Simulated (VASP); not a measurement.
# BP (g.B) in VASP: a series of runs

The runs below take BP (g.B) through single point, with PBE+D4.

Program: VASP 6.6.1. These are calculated values, not measurements. Logs are shortened: lines on timing, memory, paths and dates and some standing lists are left out, and cuts for length are marked.

### 1 The cell of the first run

The cell holds a sheet with vacuum, 2 atoms: a = 3.200 Å, b = 3.200 Å, c = 14.000 Å, α = 90.00°, β = 90.00°, γ = 120.00°.

### 2 Single point, PBE+D4

File INCAR:

```
SYSTEM = BP
PREC = Accurate ; ENCUT = 420
EDIFF = 1E-6 ; ISMEAR = 0
SIGMA = 0.03 ; LREAL = .False.
LASPH = .True. ; NELM = 120
ALGO = Normal ; ISIF = 2
LWAVE = .False. ; LCHARG = .False.
LDIPOL = .True. ; IDIPOL = 3
DIPOL = 0.5 0.5 0.500 ; GGA = PE
IVDW = 13 ; NBANDS = 11
GGA_COMPAT = .False. ; NELMDL = -8
```

File KPOINTS:

```
regular mesh
0
Gamma
  12 12 1
  0 0 0
```

File POSCAR:

```
BP
1.0
    3.2000000000      0.0000000000      0.0000000000
   -1.6000000000      2.7712812921      0.0000000000
    0.0000000000      0.0000000000     14.0000000000
B P
1 1
Direct
    0.3333330000      0.6666670000      0.5000000000
    0.6666670000      0.3333330000      0.5000000000
```

Potentials or basis: VASP PAW PBE potentials, release 64 (B, P).

The run is started by

```
$ cat potpaw_PBE.64/B/POTCAR potpaw_PBE.64/P/POTCAR > POTCAR
$ mpirun -np 1 vasp_std > vasp.out
```

OUTCAR:

```text
SYSTEM = BP
   PREC = Accurate
   ENCUT = 420
   EDIFF = 1E-6
   ISMEAR = 0
   LREAL = .False.
   LASPH = .True.
   NELM = 120
   ISIF = 2
   GGA = PE
   IVDW = 13
   NELMDL = -8

 ion  position               nearest neighbor table
   1  0.333  0.667  0.500-   2 1.85   2 1.85   2 1.85
   2  0.667  0.333  0.500-   1 1.85   1 1.85   1 1.85

  LATTYP: Found a hexagonal cell.
 ALAT       =     3.2000000000
 C/A-ratio  =     4.3750000000

  Lattice vectors:

 A1 = (   3.2000000000,   0.0000000000,   0.0000000000)
 A2 = (  -1.6000000000,   2.7712812921,   0.0000000000)
 A3 = (   0.0000000000,   0.0000000000,  14.0000000000)

Analysis of symmetry for initial positions (statically):
=====================================================================
 Subroutine PRICEL returns:
 Original cell was already a primitive cell.

 Routine SETGRP: Setting up the symmetry group for a
 hexagonal supercell.

 Subroutine GETGRP returns: Found 12 space group operations
 (whereof 12 operations were pure point group operations)
 out of a pool of 24 trial point group operations.

The static configuration has the point symmetry D_3h.

Analysis of symmetry for dynamics (positions and initial velocities):
=====================================================================
 Subroutine PRICEL returns:
 Original cell was already a primitive cell.

 Routine SETGRP: Setting up the symmetry group for a
 hexagonal supercell.

 Subroutine GETGRP returns: Found 12 space group operations
 (whereof 12 operations were pure point group operations)
 out of a pool of 24 trial point group operations.

The dynamic configuration has the point symmetry D_3h.

 Subroutine INISYM returns: Found 12 space group operations
 (whereof 12 operations are pure point group operations),
 and found     1 'primitive' translations

----------------------------------------------------------------------------------------

                                     Primitive cell

  volume of cell :     124.1534

  direct lattice vectors                    reciprocal lattice vectors
     3.200000000  0.000000000  0.000000000     0.312500000  0.180421959  0.000000000
    -1.600000000  2.771281292  0.000000000     0.000000000  0.360843918  0.000000000
     0.000000000  0.000000000 14.000000000     0.000000000  0.000000000  0.071428571

  length of vectors
     3.200000000  3.200000000 14.000000000     0.360843918  0.360843918  0.071428571

[... 89 lines left out ...]
   ISMEAR =     0;   SIGMA  =   0.03  broadening in eV -4-tet -1-fermi 0-gaus
   EFERMI_NEDOS =   21; number of points for ismear=-14 and -15
   IALGO  =     38    algorithm
   IMIX   =      4    mixing-type and parameters
     AMIX     =   0.40;   BMIX     =  1.00
     AMIX_MAG =   1.60;   BMIX_MAG =  1.00
  volume/ion in A,a.u.               =      62.08       418.91
  Fermi-wavevector in a.u.,A,eV,Ry     =   0.656325  1.240273  5.860871  0.430762
  Thomas-Fermi vector in A             =   1.727481
   LORBIT       =      0    0 simple, 1 ext, 2 COOP (PROOUT), +10 PAW based schemes
   GGA     = PE    functional components
   LHFCALC =     F    Hartree Fock is set to
   AEXX    =    0.0000 exact exchange contribution
   IVDW    =    13    specifies the selected vdW correction
   LEPSILON=     F    determine dielectric tensor
   LRPA    =     F    only Hartree local field effects (RPA)
 non-spin polarized calculation
 Gauss-broadening in eV      SIGMA  =   0.03
  energy-cutoff  :      420.00
  volume of cell :      124.15
 maximum number of plane-waves:      2447
 NGX is ok and might be reduce to    24
   NGX = 11   NGY = 11   NGZ = 47

 dipolmoment           0.000000      0.000000     -0.000000 electrons x Angstroem

 number of electron       7.9999999 magnetization

 dipolmoment           0.000000      0.000000      0.000000 electrons x Angstroem

 Free energy of the ion-electron system (eV)
  ---------------------------------------------------
  ext. energy  EPLUGINS =         0.00000000
  ---------------------------------------------------
  free energy    TOTEN  =       -12.16942384 eV

  energy without entropy =      -12.16942384  energy(sigma->0) =      -12.16942384

 E-fermi :  -2.6690     XC(G=0):  -3.0467

 val. band max:       -2.8036026178   @ k =   0.3333   0.3333   0.0000
 cond. band min:      -1.9090992097   @ k =   0.3333   0.3333   0.0000
 fundamental gap:      0.8945034081
 Fermi energy:        -2.6689996318

 k-point     1 :       0.0000    0.0000    0.0000
  band No.  band energies     occupation
      1     -16.5391      2.00000
      2      -6.9901      2.00000
      3      -4.4411      2.00000
      4      -4.4410      2.00000
      5       0.9307      0.00000
      6       1.8983      0.00000
      7       1.8984      0.00000
      8       2.2463      0.00000
      9       2.6530      0.00000
     10       3.1278      0.00000
     11       5.2290      0.00000
[... 239 lines left out ...]
 k-point    19 :       0.3333    0.3333    0.0000
  band No.  band energies     occupation
      1     -13.0679      2.00000
      2     -10.7257      2.00000
      3      -9.1049      2.00000
      4      -2.8036      2.00000
      5      -1.9091      0.00000
      6       3.5886      0.00000
      7       4.5440      0.00000
      8       5.7251      0.00000
      9       6.8815      0.00000
     10       7.8585      0.00000
     11       7.9465      0.00000

------------------------ aborting loop because EDIFF is reached ----------------------------------------

 vacuum level on the upper side and lower side of the slab       (xc-potential included)        -0.085        -0.085

  DFT-D4 for vdW energy calculation

  Edisp (eV):   -0.30565

  FORCE on cell =-STRESS in cart. coord.  units (eV):
  Direction    XX          YY          ZZ          XY          YZ          ZX
  --------------------------------------------------------------------------------------
  -------------------------------------------------------------------------------------
  Total       0.06924     0.06924    -0.00536     0.00000     0.00000    -0.00000
  in kB       0.89349     0.89349    -0.06923     0.00000     0.00000    -0.00000
  external pressure =        0.57 kB  Pullay stress =        0.00 kB

 VOLUME and BASIS-vectors are now :
 -----------------------------------------------------------------------------
  energy-cutoff  :      420.00
  volume of cell :      124.15
      direct lattice vectors                 reciprocal lattice vectors
     3.200000000  0.000000000  0.000000000     0.312500000  0.180421959  0.000000000
    -1.600000000  2.771281292  0.000000000     0.000000000  0.360843918  0.000000000
     0.000000000  0.000000000 14.000000000     0.000000000  0.000000000  0.071428571

 POSITION                                       TOTAL-FORCE (eV/Angst)
 -----------------------------------------------------------------------------------
     -0.00000      1.84752      7.00000         0.000000      0.000000      0.000000
      1.60000      0.92376      7.00000        -0.000000     -0.000000      0.000000
 -----------------------------------------------------------------------------------
    total drift:                               -0.000143      0.000083      0.000000

  FREE ENERGIE OF THE ION-ELECTRON SYSTEM (eV)
  ---------------------------------------------------
  free  energy   TOTEN  =       -12.4750744815 eV

  energy  without entropy=      -12.4750744815  energy(sigma->0) =      -12.47507448

 vacuum level on the upper side and lower side of the slab         2.253         2.253
```

stdout:

```text
POSCAR found type information on POSCAR B P
 POSCAR found :  2 types and       2 ions
 scaLAPACK will be used
 LDA part: xc-table for (Slater+PW92), standard interpolation
 POSCAR, INCAR and KPOINTS ok, starting setup
 FFT: planning ... GRIDC
 FFT: planning ... GRID_SOFT
 FFT: planning ... GRID
 WAVECAR not read
 entering main loop
```

It took 35 s on 1 thread of Intel Xeon 8259CL, shared host; peak memory 0.22 GiB.

What came out:

```
Free energy                : -12.4751 eV
Band gap on the k mesh     : 0.89 eV, direct
Dispersion energy per atom : -0.153 eV
```

Levels at points of the mesh, in eV from the valence-band top:
| k point | band 2 | band 3 | band 4 | band 5 | band 6 | band 7 |
| --- | --- | --- | --- | --- | --- | --- |
| (0.00, 0.00, 0.00) | -4.19 | -1.64 | -1.64 | 3.73 | 4.70 | 4.70 |
| (0.50, 0.00, 0.00) | -8.35 | -3.64 | -1.06 | 1.47 | 2.89 | 7.87 |

### 3 Single point, PBE+D4

This run uses another cell than the first one, of 105.75 Å³/atom, 1.704 times its volume.

File INCAR:

```
ALGO = Normal
DIPOL = 0.5 0.5 0.294
EDIFF = 1E-6
ENCUT = 420
GGA = PE
GGA_COMPAT = F
IDIPOL = 3
ISIF = 2
ISMEAR = 0
IVDW = 13
LASPH = T
LCHARG = F
LDIPOL = T
LREAL = F
LWAVE = F
NBANDS = 11
NELM = 120
NELMDL = -8
PREC = Accurate
SIGMA = 0.03
```

File KPOINTS:

```
k-points
0
Gamma
  12 12 1
```

File POSCAR:

```
BP
1.0
    3.2033918845      0.0000000000      0.0000000000
   -1.6016959422      2.7742187503      0.0000000000
    0.0000000000      0.0000000000     23.8000000000
B P
1 1
Direct
    0.3333333333      0.6666666667      0.2941176471
    0.6666666667      0.3333333333      0.2941176471
```

Potentials or basis: VASP PAW PBE potentials, release 64 (B, P).

The run is started by

```
$ cat potpaw_PBE.64/B/POTCAR potpaw_PBE.64/P/POTCAR > POTCAR
$ mpirun -np 1 vasp_std > vasp.out
```

OUTCAR:

```text
EDIFF = 1E-6
   ENCUT = 420
   GGA = PE
   ISIF = 2
   ISMEAR = 0
   IVDW = 13
   LASPH = T
   LREAL = F
   NELM = 120
   NELMDL = -8
   PREC = Accurate

 ion  position               nearest neighbor table
   1  0.333  0.667  0.294-   2 1.85   2 1.85   2 1.85
   2  0.667  0.333  0.294-   1 1.85   1 1.85   1 1.85

  LATTYP: Found a hexagonal cell.
 ALAT       =     3.2033918845
 C/A-ratio  =     7.4296248658

  Lattice vectors:

 A1 = (   3.2033918845,   0.0000000000,   0.0000000000)
 A2 = (  -1.6016959422,   2.7742187503,   0.0000000000)
 A3 = (   0.0000000000,   0.0000000000,  23.8000000000)

Analysis of symmetry for initial positions (statically):
=====================================================================
 Subroutine PRICEL returns:
 Original cell was already a primitive cell.

 Routine SETGRP: Setting up the symmetry group for a
 hexagonal supercell.

 Subroutine GETGRP returns: Found 12 space group operations
 (whereof  6 operations were pure point group operations)
 out of a pool of 24 trial point group operations.

The static configuration has the point symmetry C_3v.
 The point group associated with its full space group is D_3h.

Analysis of symmetry for dynamics (positions and initial velocities):
=====================================================================
 Subroutine PRICEL returns:
 Original cell was already a primitive cell.

 Routine SETGRP: Setting up the symmetry group for a
 hexagonal supercell.

 Subroutine GETGRP returns: Found 12 space group operations
 (whereof  6 operations were pure point group operations)
 out of a pool of 24 trial point group operations.

The dynamic configuration has the point symmetry C_3v.
 The point group associated with its full space group is D_3h.

 Subroutine INISYM returns: Found 12 space group operations
 (whereof  6 operations are pure point group operations),
 and found     1 'primitive' translations

[... 124 lines left out ...]
 NGX is ok and might be reduce to    24
   NGX = 11   NGY = 11   NGZ = 79

 dipolmoment           0.000000      0.000000     -0.000000 electrons x Angstroem

 number of electron       8.0000001 magnetization

 dipolmoment           0.000000      0.000000      0.000001 electrons x Angstroem

 Free energy of the ion-electron system (eV)
  ---------------------------------------------------
  ext. energy  EPLUGINS =         0.00000000
  ---------------------------------------------------
  free energy    TOTEN  =       -12.17032374 eV

  energy without entropy =      -12.17032374  energy(sigma->0) =      -12.17032374

 E-fermi :  -3.6114     XC(G=0):  -1.8156

 val. band max:       -3.7607623644   @ k =   0.3333   0.3333   0.0000
 cond. band min:      -2.8628932475   @ k =   0.3333   0.3333   0.0000
 fundamental gap:      0.8978691169
 Fermi energy:        -3.6113829505

 k-point     1 :       0.0000    0.0000    0.0000
  band No.  band energies     occupation
      1     -17.4790      2.00000
      2      -7.9332      2.00000
      3      -5.3994      2.00000
      4      -5.3994      2.00000
      5      -0.0058      0.00000
      6       0.9327      0.00000
      7       0.9327      0.00000
      8       1.1199      0.00000
      9       1.4005      0.00000
     10       1.9142      0.00000
     11       2.0301      0.00000
[... 239 lines left out ...]
 k-point    19 :       0.3333    0.3333    0.0000
  band No.  band energies     occupation
      1     -14.0198      2.00000
      2     -11.6755      2.00000
      3     -10.0474      2.00000
      4      -3.7608      2.00000
      5      -2.8629      0.00000
      6       2.6343      0.00000
      7       3.5745      0.00000
      8       4.7595      0.00000
      9       5.9042      0.00000
     10       6.9055      0.00000
     11       7.0023      0.00000

------------------------ aborting loop because EDIFF is reached ----------------------------------------

 vacuum level on the upper side and lower side of the slab       (xc-potential included)        -0.008        -0.008

  DFT-D4 for vdW energy calculation

  Edisp (eV):   -0.30469

  FORCE on cell =-STRESS in cart. coord.  units (eV):
  Direction    XX          YY          ZZ          XY          YZ          ZX
  --------------------------------------------------------------------------------------
  -------------------------------------------------------------------------------------
  Total      -0.04234    -0.04234    -0.00442    -0.00000     0.00000     0.00000
  in kB      -0.32069    -0.32069    -0.03350    -0.00000     0.00000     0.00000
  external pressure =       -0.22 kB  Pullay stress =        0.00 kB

 VOLUME and BASIS-vectors are now :
 -----------------------------------------------------------------------------
  energy-cutoff  :      420.00
  volume of cell :      211.51
      direct lattice vectors                 reciprocal lattice vectors
     3.203391884  0.000000000  0.000000000     0.312169112  0.180230921  0.000000000
    -1.601695942  2.774218750  0.000000000     0.000000000  0.360461842  0.000000000
     0.000000000  0.000000000 23.800000000     0.000000000  0.000000000  0.042016807

 POSITION                                       TOTAL-FORCE (eV/Angst)
 -----------------------------------------------------------------------------------
     -0.00000      1.84948      7.00000        -0.000000      0.000000      0.000000
      1.60170      0.92474      7.00000         0.000000     -0.000000     -0.000000
 -----------------------------------------------------------------------------------
    total drift:                               -0.000000      0.000000      0.000001

  FREE ENERGIE OF THE ION-ELECTRON SYSTEM (eV)
  ---------------------------------------------------
  free  energy   TOTEN  =       -12.4750112093 eV

  energy  without entropy=      -12.4750112093  energy(sigma->0) =      -12.47501121

 vacuum level on the upper side and lower side of the slab         1.342         1.342
```

Run time: 67 s. Hardware: 1 thread of Intel Xeon 8259CL, shared host; peak memory 0.29 GiB.

Results:

```
Free energy                : -12.4750 eV
Band gap on the k mesh     : 0.90 eV, direct
Dispersion energy per atom : -0.152 eV
```

Levels at points of the mesh, in eV from the valence-band top:
```tsv
k point	band 2	band 3	band 4	band 5	band 6	band 7
(0.00, 0.00, 0.00)	-4.17	-1.64	-1.64	3.76	4.69	4.69
(0.50, 0.00, 0.00)	-8.34	-3.64	-1.06	1.47	2.88	7.87
```
